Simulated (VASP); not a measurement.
# InSe (P-6m2) in VASP: single point with PBE+D3(BJ)

Aim: the single point of InSe with PBE+D3(BJ).

Program: VASP 6.6.1. These are calculated values, not measurements. Logs are shortened: lines on timing, memory, paths and dates and some standing lists are left out, and cuts for length are marked.

**1. The cell of the first run**

It takes space group P-6m2 (No. 187, hexagonal). Conventional cell: a = 4.036 Å, b = 4.036 Å, c = 16.622 Å, α = 90.00°, β = 90.00°, γ = 120.00°. Within 3.5 Å of In (site symmetry 3m) lie 3 Se at 2.66 Å and 1 In at 2.79 Å. In (site symmetry 3m) has 3 Se at 2.66 Å and 1 In at 2.79 Å within 3.5 Å. Within 3.5 Å of Se (site symmetry 3m) lie 3 In at 2.66 Å. Se (site symmetry 3m) has 3 In at 2.66 Å within 3.5 Å.

**2. Single point, PBE+D3(BJ)**

The input, INCAR:

```
PREC = Accurate
ENCUT = 500
EDIFF = 1E-6
ISMEAR = 0
SIGMA = 0.01
LREAL = False
LASPH = True
NELM = 120
ALGO = Normal
ISIF = 2
LWAVE = False
LCHARG = True
GGA = PE
IVDW = 12
LELF = True
LVHAR = True
NBANDS = 48
GGA_COMPAT = False
```

The input, KPOINTS:

```
regular mesh
0
Gamma
  12 12 2
```

The input, POSCAR:

```
InSe
1.0
    4.0355976621      0.0000000000      0.0000000000
   -2.0177988311      3.4949300948      0.0000000000
    0.0000000000      0.0000000000     16.6223615790
In Se
4 4
Direct
    0.0000000000      0.0000000000      0.5840230059
    0.0000000000      0.0000000000      0.4159769941
    0.3333333333      0.6666666667      0.9159831805
    0.3333333333      0.6666666667      0.0840168195
    0.6666666667      0.3333333333      0.8386571915
    0.6666666667      0.3333333333      0.1613428085
    0.3333333333      0.6666666667      0.6612619172
    0.3333333333      0.6666666667      0.3387380828
```

Potentials or basis: VASP PAW PBE potentials, release 64 (In_d, Se).

Launch:

```
$ cat potpaw_PBE.64/In_d/POTCAR potpaw_PBE.64/Se/POTCAR > POTCAR
$ mpirun -np 1 vasp_std > vasp.out
```

OUTCAR:

```text
PREC = Accurate
   ENCUT = 500
   EDIFF = 1E-6
   ISMEAR = 0
   LREAL = False
   LASPH = True
   NELM = 120
   ISIF = 2
   GGA = PE
   IVDW = 12
 IVDW          = 12

 ion  position               nearest neighbor table
   1  0.000  0.000  0.584-   7 2.66   7 2.66   7 2.66   2 2.79
   2  0.000  0.000  0.416-   8 2.66   8 2.66   8 2.66   1 2.79
   3  0.333  0.667  0.916-   5 2.66   5 2.66   5 2.66   4 2.79
   4  0.333  0.667  0.084-   6 2.66   6 2.66   6 2.66   3 2.79
   5  0.667  0.333  0.839-   3 2.66   3 2.66   3 2.66
   6  0.667  0.333  0.161-   4 2.66   4 2.66   4 2.66
   7  0.333  0.667  0.661-   1 2.66   1 2.66   1 2.66
   8  0.333  0.667  0.339-   2 2.66   2 2.66   2 2.66

  LATTYP: Found a hexagonal cell.
 ALAT       =     4.0355976621
 C/A-ratio  =     4.1189342870

  Lattice vectors:

 A1 = (   4.0355976621,   0.0000000000,   0.0000000000)
 A2 = (  -2.0177988311,   3.4949300948,   0.0000000000)
 A3 = (   0.0000000000,   0.0000000000,  16.6223615790)

Analysis of symmetry for initial positions (statically):
=====================================================================
 Subroutine PRICEL returns:
 Original cell was already a primitive cell.

 Routine SETGRP: Setting up the symmetry group for a
 hexagonal supercell.

 Subroutine GETGRP returns: Found 12 space group operations
 (whereof 12 operations were pure point group operations)
 out of a pool of 24 trial point group operations.

The static configuration has the point symmetry D_3h.

Analysis of symmetry for dynamics (positions and initial velocities):
=====================================================================
 Subroutine PRICEL returns:
 Original cell was already a primitive cell.

 Routine SETGRP: Setting up the symmetry group for a
 hexagonal supercell.

 Subroutine GETGRP returns: Found 12 space group operations
 (whereof 12 operations were pure point group operations)
 out of a pool of 24 trial point group operations.

The dynamic configuration has the point symmetry D_3h.

 Subroutine INISYM returns: Found 12 space group operations
 (whereof 12 operations are pure point group operations),
 and found     1 'primitive' translations

----------------------------------------------------------------------------------------

                                     Primitive cell

  volume of cell :     234.4440

  direct lattice vectors                    reciprocal lattice vectors
     4.035597662  0.000000000  0.000000000     0.247794771  0.143064378  0.000000000
    -2.017798831  3.494930095  0.000000000     0.000000000  0.286128756  0.000000000
     0.000000000  0.000000000 16.622361579     0.000000000  0.000000000  0.060159923

  length of vectors
     4.035597662  4.035597662 16.622361579     0.286128756  0.286128756  0.060159923

  position of ions in fractional coordinates (direct lattice)
     0.000000000  0.000000000  0.584023006
     0.000000000  0.000000000  0.415976994
     0.333333333  0.666666667  0.915983180
     0.333333333  0.666666667  0.084016820
     0.666666667  0.333333333  0.838657191
     0.666666667  0.333333333  0.161342809
     0.333333333  0.666666667  0.661261917
     0.333333333  0.666666667  0.338738083

  ion indices of the primitive-cell ions
   primitive index   ion index
                 1           1
                 2           2
                 3           3
                 4           4
                 5           5
                 6           6
                 7           7
                 8           8

----------------------------------------------------------------------------------------

 KPOINTS: regular mesh

Automatic generation of k-mesh.
 Grid dimensions read from file:
 generate k-points for:   12   12    2

 Generating k-lattice:

  Cartesian coordinates                     Fractional coordinates (reciprocal lattice)
     0.020649564  0.011922031  0.000000000     0.083333333 -0.000000000  0.000000000
     0.000000000  0.023844063  0.000000000     0.000000000  0.083333333  0.000000000
     0.000000000  0.000000000  0.030079962     0.000000000  0.000000000  0.500000000

  Length of vectors
     0.023844063  0.023844063  0.030079962

  Shift w.r.t. Gamma in fractional coordinates (k-lattice)
     0.000000000  0.000000000  0.000000000

 Subroutine IBZKPT returns following result:
 ===========================================

 Found     38 irreducible k-points:

 Following reciprocal coordinates:
            Coordinates               Weight
  0.000000  0.000000  0.000000      1.000000
  0.083333  0.000000  0.000000      6.000000
  0.166667  0.000000  0.000000      6.000000
  0.250000  0.000000  0.000000      6.000000
  0.333333 -0.000000  0.000000      6.000000
  0.416667  0.000000  0.000000      6.000000
[... 16 lines left out ...]
  0.250000  0.000000  0.500000      6.000000
  0.333333 -0.000000  0.500000      6.000000
 [... further k-points ...]
   k-points           NKPTS =     38   k-points in BZ     NKDIM =     38   number of bands    NBANDS=     48
   number of dos      NEDOS =    301   number of ions     NIONS =      8
   total plane-waves  NPLWV = 113400
   dimension x,y,z NGX =    30 NGY =   30 NGZ =  126
   dimension x,y,z NGXF=    60 NGYF=   60 NGZF=  252
   ions per type =               4   4
   NGX,Y,Z   is equivalent  to a cutoff of  12.36, 12.36, 12.60 a.u.
   NGXF,Y,Z  is equivalent  to a cutoff of  24.72, 24.72, 25.20 a.u.
 SYSTEM =  unknown system
   PREC   = accura    normal or accurate (medium, high low for compatibility)
   ISTART =      0    job   : 0-new  1-cont  2-samecut
   ICHARG =      2    charge: 1-file 2-atom 10-const
   ISPIN  =      1    spin polarized calculation?
   LNONCOLLINEAR =      F non collinear calculations
   LSORBIT =      F    spin-orbit coupling
   LASPH  =      T    aspherical Exc in radial PAW
   ENCUT  =  500.0 eV  36.75 Ry    6.06 a.u.   7.36  7.36 30.31*2*pi/ulx,y,z
   NELM   =    120;   NELMIN=  2; NELMDL= -5     # of ELM steps
   EDIFF  = 0.1E-05   stopping-criterion for ELM
   LREAL  =      F    real-space projection
   EDIFFG = 0.1E-04   stopping-criterion for IOM
   NSW    =      0    number of steps for IOM
   IBRION =     -1    ionic relax: 0-MD 1-quasi-New 2-CG
   NFREE  =      0    steps in history (QN), initial steepest desc. (CG)
   ISIF   =      2    stress and relaxation
   ISYM   =      2    0-nonsym 1-usesym 2-fastsym
   POTIM  = 0.5000    time-step for ionic-motion
   TEBEG  =    0.0;   TEEND  =   0.0 temperature during run
   PSTRESS=    0.0 pullay stress
   NELECT =      76.0000    total number of electrons
   NUPDOWN=      -1.0000    fix difference up-down
   EMIN   =  10.00;   EMAX   =-10.00  energy-range for DOS
   EFERMI =   0.00;   METHOD = LEGACY
   ISMEAR =     0;   SIGMA  =   0.01  broadening in eV -4-tet -1-fermi 0-gaus
   EFERMI_NEDOS =   21; number of points for ismear=-14 and -15
   IALGO  =     38    algorithm
   IMIX   =      4    mixing-type and parameters
     AMIX     =   0.40;   BMIX     =  1.00
     AMIX_MAG =   1.60;   BMIX_MAG =  1.00
  volume/ion in A,a.u.               =      29.31       197.76
  Fermi-wavevector in a.u.,A,eV,Ry     =   1.124604  2.125194 17.207756  1.264734
  Thomas-Fermi vector in A             =   2.261277
   LORBIT       =      0    0 simple, 1 ext, 2 COOP (PROOUT), +10 PAW based schemes
   GGA     = PE    functional components
   LHFCALC =     F    Hartree Fock is set to
   AEXX    =    0.0000 exact exchange contribution
   IVDW    =    12    specifies the selected vdW correction
   LEPSILON=     F    determine dielectric tensor
   LRPA    =     F    only Hartree local field effects (RPA)
 non-spin polarized calculation
 Gauss-broadening in eV      SIGMA  =   0.01
  energy-cutoff  :      500.00
  volume of cell :      234.44
 maximum number of plane-waves:      6024
 NGX is ok and might be reduce to    30
   NGX = 15   NGY = 15   NGZ = 61

 number of electron      76.0000004 magnetization

 Free energy of the ion-electron system (eV)
  ---------------------------------------------------
  ext. energy  EPLUGINS =         0.00000000
  ---------------------------------------------------
  free energy    TOTEN  =       -28.31195013 eV

  energy without entropy =      -28.31195013  energy(sigma->0) =      -28.31195013

 E-fermi :   4.2022     XC(G=0):  -8.9140

 val. band max:        4.1356531167   @ k =   0.0000   0.0000   0.0000
 cond. band min:       4.4210833303   @ k =   0.0000   0.0000   0.0000
 fundamental gap:      0.2854302136
 Fermi energy:         4.2022325904

 k-point     1 :       0.0000    0.0000    0.0000
  band No.  band energies     occupation
      1     -10.7151      2.00000
      2     -10.7062      2.00000
      3     -10.5294      2.00000
      4     -10.5294      2.00000
      5     -10.5202      2.00000
      6     -10.5202      2.00000
[... 40 lines left out ...]
     47       9.2274      0.00000
     48       9.5101      0.00000

 k-point     2 :       0.0833    0.0000    0.0000
  band No.  band energies     occupation
      1     -10.7147      2.00000
      2     -10.7058      2.00000
      3     -10.5538      2.00000
      4     -10.5439      2.00000
      5     -10.5284      2.00000
      6     -10.5191      2.00000
[... 40 lines left out ...]
     47       9.0778      0.00000
     48       9.3570      0.00000

 k-point     3 :       0.1667    0.0000    0.0000
  band No.  band energies     occupation
      1     -10.7172      2.00000
      2     -10.7085      2.00000
      3     -10.6088      2.00000
      4     -10.5953      2.00000
      5     -10.5414      2.00000
      6     -10.5267      2.00000
[... 1060 lines left out ...]
     47       8.6084      0.00000
     48       8.6167      0.00000

 k-point    24 :       0.3333   -0.0000    0.5000
  band No.  band energies     occupation
      1     -10.7799      2.00000
      2     -10.7723      2.00000
      3     -10.6699      2.00000
      4     -10.6658      2.00000
      5     -10.6547      2.00000
      6     -10.6485      2.00000
[... 40 lines left out ...]
     47       8.5914      0.00000
     48       8.5998      0.00000

 [... further k-points ...]

------------------------ aborting loop because EDIFF is reached ----------------------------------------

 Edisp (eV)   -2.39632

 E8    (eV) :    -1.0990

  FORCE on cell =-STRESS in cart. coord.  units (eV):
  Direction    XX          YY          ZZ          XY          YZ          ZX
  --------------------------------------------------------------------------------------
  -------------------------------------------------------------------------------------
  Total       0.06271     0.06271     0.02997    -0.00000     0.00000     0.00000
  in kB       0.42859     0.42859     0.20482    -0.00000     0.00000     0.00000
  external pressure =        0.35 kB  Pullay stress =        0.00 kB

 VOLUME and BASIS-vectors are now :
 -----------------------------------------------------------------------------
  energy-cutoff  :      500.00
  volume of cell :      234.44
      direct lattice vectors                 reciprocal lattice vectors
     4.035597662  0.000000000  0.000000000     0.247794771  0.143064378  0.000000000
    -2.017798831  3.494930095  0.000000000     0.000000000  0.286128756  0.000000000
     0.000000000  0.000000000 16.622361579     0.000000000  0.000000000  0.060159923

 POSITION                                       TOTAL-FORCE (eV/Angst)
 -----------------------------------------------------------------------------------
      0.00000      0.00000      9.70784        -0.000000     -0.000000     -0.012213
      0.00000      0.00000      6.91452        -0.000000     -0.000000      0.012213
     -0.00000      2.32995     15.22580         0.000000      0.000000      0.012236
     -0.00000      2.32995      1.39656         0.000000     -0.000000     -0.012236
      2.01780      1.16498     13.94046         0.000000      0.000000     -0.013900
      2.01780      1.16498      2.68190        -0.000000      0.000000      0.013900
     -0.00000      2.32995     10.99173         0.000000      0.000000      0.012509
     -0.00000      2.32995      5.63063         0.000000     -0.000000     -0.012509
 -----------------------------------------------------------------------------------
    total drift:                                0.000000     -0.000000     -0.000000

  FREE ENERGIE OF THE ION-ELECTRON SYSTEM (eV)
  ---------------------------------------------------
  free  energy   TOTEN  =       -30.7082742621 eV

  energy  without entropy=      -30.7082742621  energy(sigma->0) =      -30.70827426
```

It took 8 min on 1 thread of AMD EPYC 7R13 (Zen 3), shared host; peak memory 0.5 GiB.

What came out:

```yaml
Free_energy: -30.7083 eV
Pressure: 0.0 GPa
Largest_force: 0.014 eV/Å
Band_gap_on_the_k_mesh: 0.29 eV
Dispersion_energy_per_atom: -0.300 eV
```

Forces in eV/Å, atoms in the order of the input:
```
In   0.000  0.000 -0.012
In   0.000  0.000  0.012
In   0.000  0.000  0.012
In   0.000  0.000 -0.012
Se   0.000  0.000 -0.014
Se   0.000  0.000  0.014
Se   0.000  0.000  0.013
Se   0.000  0.000 -0.013
```

Levels at points of the mesh, in eV from the valence-band top:
| k point | band 34 | band 35 | band 36 | band 37 | band 38 | band 39 | band 40 | band 41 | band 42 | band 43 |
| --- | --- | --- | --- | --- | --- | --- | --- | --- | --- | --- |
| (0.00, 0.00, 0.00) | -1.25 | -1.25 | -1.17 | -1.17 | 0.00 | 0.29 | 1.68 | 2.00 | 2.08 | 4.14 |
| (0.50, 0.00, 0.00) | -2.24 | -2.22 | -2.03 | -1.86 | -1.59 | 1.24 | 1.28 | 1.72 | 1.74 | 3.35 |
| (0.00, 0.00, 0.50) | -1.20 | -1.20 | -1.20 | -0.98 | -0.94 | 1.11 | 1.20 | 2.06 | 2.09 | 4.18 |
| (0.50, 0.00, 0.50) | -2.42 | -2.10 | -2.10 | -1.70 | -1.55 | 1.09 | 1.20 | 1.68 | 2.04 | 3.20 |

Caveat: semilocal functionals underestimate gaps, and a narrow one can read as zero; spin-orbit coupling is left out, which moves the levels of the heavy elements.
